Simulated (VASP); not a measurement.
# Ag (I4/mmm) in VASP: further runs

Runs on Ag. Level: PBEsol. Tasks: single point.

Program: VASP 6.6.1. These are calculated values, not measurements. Logs are shortened: lines on timing, memory, paths and dates and some standing lists are left out, and cuts for length are marked.

## 1. The cell of the first run

The structure is tetragonal, space group I4/mmm (No. 139). Conventional cell: a = 2.889 Å, b = 2.889 Å, c = 3.984 Å, α = 90.00°, β = 90.00°, γ = 90.00°. Ag (site symmetry 4/mmm) has 12 Ag at 2.85 to 2.89 Å within 3.8 Å.

## 2. Single point, PBEsol (strain -0.0250 x Voigt [0, 0, 1, 0, 0, 0])

Contents of INCAR:

```
SYSTEM = Ag
ALGO = Normal
EDIFF = 1E-7
ENCUT = 520
GGA = PS
ISIF = 2
ISMEAR = 0
LASPH = .TRUE.
LCHARG = .TRUE.
LELF = .TRUE.
LREAL = .FALSE.
LVHAR = .TRUE.
LWAVE = .FALSE.
NBANDS = 12
NELM = 60
PREC = Accurate
SIGMA = 0.15
```

Contents of KPOINTS:

```
k-points
0
G
  20 20 20
  0 0 0
```

Contents of POSCAR:

```
Ag
1.0
    0.0000000000      2.0431000000      1.9920225000
    2.0431000000      0.0000000000      1.9920225000
    2.0431000000      2.0431000000      0.0000000000
Ag
1
Direct
    0.0000000000      0.0000000000      0.0000000000
```

Potentials or basis: VASP PAW PBE potentials, release 64 (Ag).

Run with:

```bash
$ cat potpaw_PBE.64/Ag/POTCAR > POTCAR
$ mpirun -np 1 vasp_std > vasp.out
```

OUTCAR:

```text
SYSTEM = Ag
   EDIFF = 1E-7
   ENCUT = 520
   GGA = PS
   ISIF = 2
   ISMEAR = 0
   LASPH = .TRUE.
   LREAL = .FALSE.
   NELM = 60
   PREC = Accurate

 ion  position               nearest neighbor table
   1  0.000  0.000  0.000-

  LATTYP: Found a body centered tetragonal cell.
 ALAT       =     2.8893797293
 C/A-ratio  =     1.3788582233

  Lattice vectors:

 A1 = (   0.0000000000,  -2.0431000000,  -1.9920225000)
 A2 = (   0.0000000000,   2.0431000000,  -1.9920225000)
 A3 = (   2.0431000000,   0.0000000000,   1.9920225000)

Analysis of symmetry for initial positions (statically):
=====================================================================
 Subroutine PRICEL returns:
 Original cell was already a primitive cell.

 Routine SETGRP: Setting up the symmetry group for a
 body centered tetragonal supercell.

 Subroutine GETGRP returns: Found 16 space group operations
 (whereof 16 operations were pure point group operations)
 out of a pool of 16 trial point group operations.

The static configuration has the point symmetry D_4h.

Analysis of symmetry for dynamics (positions and initial velocities):
=====================================================================
 Subroutine PRICEL returns:
 Original cell was already a primitive cell.

 Routine SETGRP: Setting up the symmetry group for a
 body centered tetragonal supercell.

 Subroutine GETGRP returns: Found 16 space group operations
 (whereof 16 operations were pure point group operations)
 out of a pool of 16 trial point group operations.

The dynamic configuration has the point symmetry D_4h.

 Subroutine INISYM returns: Found 16 space group operations
 (whereof 16 operations are pure point group operations),
 and found     1 'primitive' translations

----------------------------------------------------------------------------------------

                                     Primitive cell

  volume of cell :      16.6304

  direct lattice vectors                    reciprocal lattice vectors
     0.000000000  2.043100000  1.992022500    -0.244726151  0.244726151  0.251001181
     2.043100000  0.000000000  1.992022500     0.244726151 -0.244726151  0.251001181
     2.043100000  2.043100000  0.000000000     0.244726151  0.244726151 -0.251001181

  length of vectors
     2.853491064  2.853491064  2.889379729     0.427531720  0.427531720  0.427531720

  position of ions in fractional coordinates (direct lattice)
     0.000000000  0.000000000  0.000000000
[... 77 lines left out ...]
   LREAL  =      F    real-space projection
   EDIFFG = 0.1E-05   stopping-criterion for IOM
   NSW    =      0    number of steps for IOM
   IBRION =     -1    ionic relax: 0-MD 1-quasi-New 2-CG
   NFREE  =      0    steps in history (QN), initial steepest desc. (CG)
   ISIF   =      2    stress and relaxation
   ISYM   =      2    0-nonsym 1-usesym 2-fastsym
   POTIM  = 0.5000    time-step for ionic-motion
   TEBEG  =    0.0;   TEEND  =   0.0 temperature during run
   PSTRESS=    0.0 pullay stress
   NELECT =      11.0000    total number of electrons
   NUPDOWN=      -1.0000    fix difference up-down
   EMIN   =  10.00;   EMAX   =-10.00  energy-range for DOS
   EFERMI =   0.00;   METHOD = LEGACY
   ISMEAR =     0;   SIGMA  =   0.15  broadening in eV -4-tet -1-fermi 0-gaus
   EFERMI_NEDOS =   21; number of points for ismear=-14 and -15
   IALGO  =     38    algorithm
   IMIX   =      4    mixing-type and parameters
     AMIX     =   0.40;   BMIX     =  1.00
     AMIX_MAG =   1.60;   BMIX_MAG =  1.00
  volume/ion in A,a.u.               =      16.63       112.23
  Fermi-wavevector in a.u.,A,eV,Ry     =   1.426389  2.695484 27.682207  2.034585
  Thomas-Fermi vector in A             =   2.546671
   LORBIT       =      0    0 simple, 1 ext, 2 COOP (PROOUT), +10 PAW based schemes
   GGA     = PS    functional components
   LHFCALC =     F    Hartree Fock is set to
   AEXX    =    0.0000 exact exchange contribution
   IVDW    =     0    specifies the selected vdW correction
   LEPSILON=     F    determine dielectric tensor
   LRPA    =     F    only Hartree local field effects (RPA)
 non-spin polarized calculation
 Gauss-broadening in eV      SIGMA  =   0.15
  energy-cutoff  :      520.00
  volume of cell :       16.63
 maximum number of plane-waves:       463
 NGX is ok and might be reduce to    24
   NGX = 11   NGY = 11   NGZ = 11

 number of electron      11.0000002 magnetization

 Free energy of the ion-electron system (eV)
  ---------------------------------------------------
  ext. energy  EPLUGINS =         0.00000000
  ---------------------------------------------------
  free energy    TOTEN  =        -3.31176216 eV

  energy without entropy =       -3.30943885  energy(sigma->0) =       -3.31060051

 E-fermi :   8.5734     XC(G=0): -12.5613

 val. band max:        8.5705990038   @ k =   0.5000   0.2500   0.1000
 cond. band min:       8.6111294309   @ k =   0.5000   0.0000   0.1000
 fundamental gap:      0.0405304271
 Fermi energy:         8.5734061154

 k-point     1 :       0.0000    0.0000    0.0000
  band No.  band energies     occupation
      1       0.5660      2.00000
      2       3.6683      2.00000
      3       3.6683      2.00000
      4       3.8308      2.00000
      5       4.7273      2.00000
      6       4.8979      2.00000
      7      24.6300      0.00000
      8      28.2188      0.00000
      9      28.2188      0.00000
     10      28.5891      0.00000
     11      33.2231      0.00000
     12      34.3095      0.00000
[... 331 lines left out ...]
 k-point    24 :      -0.3500    0.0500    0.0000
  band No.  band energies     occupation
      1       2.1735      2.00000
      2       3.7455      2.00000
      3       3.8525      2.00000
      4       5.0966      2.00000
      5       5.2920      2.00000
      6       6.1862      2.00000
      7      15.5631      0.00000
      8      24.3127      0.00000
      9      26.4704      0.00000
     10      27.7143      0.00000
     11      31.3267      0.00000
     12      31.8737      0.00000

 [... further k-points ...]
[... 5 lines left out ...]
  --------------------------------------------------------------------------------------
  -------------------------------------------------------------------------------------
  Total       -0.0321882     -0.0321882      0.0681577      0.0000000     -0.0000000     -0.0000000
  in kB       -3.1010109     -3.1010109      6.5663173      0.0000000     -0.0000000     -0.0000000
  external PRESSURE =       0.1214318 kB  Pullay stress =       0.0000000 kB

 VOLUME and BASIS-vectors are now :
 -----------------------------------------------------------------------------
  energy-cutoff  :      520.00
  volume of cell :       16.63
      direct lattice vectors                 reciprocal lattice vectors
     0.000000000  2.043100000  1.992022500    -0.244726151  0.244726151  0.251001181
     2.043100000  0.000000000  1.992022500     0.244726151 -0.244726151  0.251001181
     2.043100000  2.043100000  0.000000000     0.244726151  0.244726151 -0.251001181

 POSITION                                       TOTAL-FORCE (eV/Angst)
 -----------------------------------------------------------------------------------
      0.00000      0.00000      0.00000        -0.000000     -0.000000      0.000000
 -----------------------------------------------------------------------------------
    total drift:                               -0.000000      0.000000      0.000000

  FREE ENERGIE OF THE ION-ELECTRON SYSTEM (eV)
  ---------------------------------------------------
  free  energy   TOTEN  =        -3.3117621594 eV

  energy  without entropy=       -3.3094388517  energy(sigma->0) =       -3.31060051
```

OSZICAR:

```text
N       E                     dE             d eps       ncg     rms          rms(c)
DAV:   1     0.514564017074E+02    0.51456E+02   -0.55065E+03 15496   0.833E+02
DAV:   2    -0.284506235543E+01   -0.54301E+02   -0.51425E+02 17860   0.195E+02
DAV:   3    -0.366825549088E+01   -0.82319E+00   -0.82269E+00 18060   0.253E+01
DAV:   4    -0.367064418047E+01   -0.23887E-02   -0.23886E-02 17760   0.142E+00
DAV:   5    -0.367066193570E+01   -0.17755E-04   -0.17755E-04 18264   0.110E-01    0.592E+00
DAV:   6    -0.332689850282E+01    0.34376E+00   -0.13693E+00 16696   0.104E+01    0.352E+00
DAV:   7    -0.331601730555E+01    0.10881E-01   -0.12129E-02 17908   0.102E+00    0.199E+00
DAV:   8    -0.331175302107E+01    0.42643E-02   -0.76400E-04 17880   0.190E-01    0.105E-01
DAV:   9    -0.331176067117E+01   -0.76501E-05   -0.10254E-05 17876   0.234E-02    0.205E-02
DAV:  10    -0.331176243095E+01   -0.17598E-05   -0.24006E-06 18108   0.124E-02    0.468E-03
DAV:  11    -0.331176219446E+01    0.23649E-06   -0.80042E-08 11884   0.236E-03    0.587E-04
DAV:  12    -0.331176215944E+01    0.35023E-07   -0.65466E-09  9428   0.678E-04
   1 F= -.33117622E+01 E0= -.33106005E+01  d E =-.232331E-02
```

Run time: 63 s. Hardware: 1 thread of Intel Xeon Platinum 8488C (Sapphire Rapids), shared host; peak memory 0.24 GiB.

Results:

```
Free energy : -3.3118 eV
Pressure    : 0.0 GPa
```

Stress tensor (GPa, compression positive):
```
-0.31  0.00  0.00
 0.00 -0.31  0.00
 0.00  0.00  0.66
```

Caveat: the cell differs from its parent crystal (strain -0.0250 x Voigt [0, 0, 1, 0, 0, 0]); the PAW data sets were made with another functional, which shifts forces and pressure a little.

## 3. Single point, PBEsol (strain +0.0250 x Voigt [0, 0, 1, 0, 0, 0])

Contents of INCAR:

```
SYSTEM = Ag
ALGO = Normal ; EDIFF = 1E-6
ENCUT = 520 ; GGA = PS
ISIF = 2 ; ISMEAR = 0
LASPH = .True. ; LCHARG = .True.
LELF = .True. ; LREAL = .False.
LVHAR = .True. ; LWAVE = .False.
NBANDS = 12 ; NELM = 80
PREC = Accurate ; SIGMA = 0.15
```

Contents of KPOINTS:

```
k-points
0
Gamma
  20 20 20
  0 0 0
```

Contents of POSCAR:

```
Ag
1.0
    0.0000000000      2.0431000000      2.0941775000
    2.0431000000      0.0000000000      2.0941775000
    2.0431000000      2.0431000000      0.0000000000
Ag
1
Direct
    0.0000000000      0.0000000000      0.0000000000
```

Potentials or basis: VASP PAW PBE potentials, release 64 (Ag).

Run with:

```bash
$ cat potpaw_PBE.64/Ag/POTCAR > POTCAR
$ mpirun -np 1 vasp_std > vasp.out
```

It took 57 s on 1 thread of Intel Xeon Platinum 8488C (Sapphire Rapids), shared host; peak memory 0.25 GiB.

Results (log left out):

```
Free energy : -3.2977 eV
Pressure    : -5.2 GPa
```

Stress tensor (GPa, compression positive):
```
-4.83  0.00  0.00
 0.00 -4.83  0.00
 0.00  0.00 -5.80
```

Levels at points of the mesh, in eV from the Fermi level:
| k point | band 3 | band 4 | band 5 | band 6 | band 7 | band 8 | band 9 | band 10 |
| --- | --- | --- | --- | --- | --- | --- | --- | --- |
| (0.00, 0.00, 0.00) | -4.61 | -4.61 | -3.74 | -3.59 | 15.95 | 19.17 | 19.47 | 19.47 |
| (0.50, 0.00, 0.00) | -4.61 | -2.93 | -2.87 | -0.37 | 3.46 | 15.13 | 17.34 | 17.86 |
| (0.50, 0.50, 0.00) | -2.92 | -2.71 | -2.71 | 1.31 | 6.14 | 10.79 | 10.79 | 17.15 |
| (0.50, 0.00, 0.50) | -2.93 | -2.75 | -2.64 | 1.72 | 6.74 | 10.34 | 10.36 | 16.74 |

Caveat: the cell differs from its parent crystal (strain +0.0250 x Voigt [0, 0, 1, 0, 0, 0]); the PAW data sets were made with another functional, which shifts forces and pressure a little.

[end of part 1 of 2]
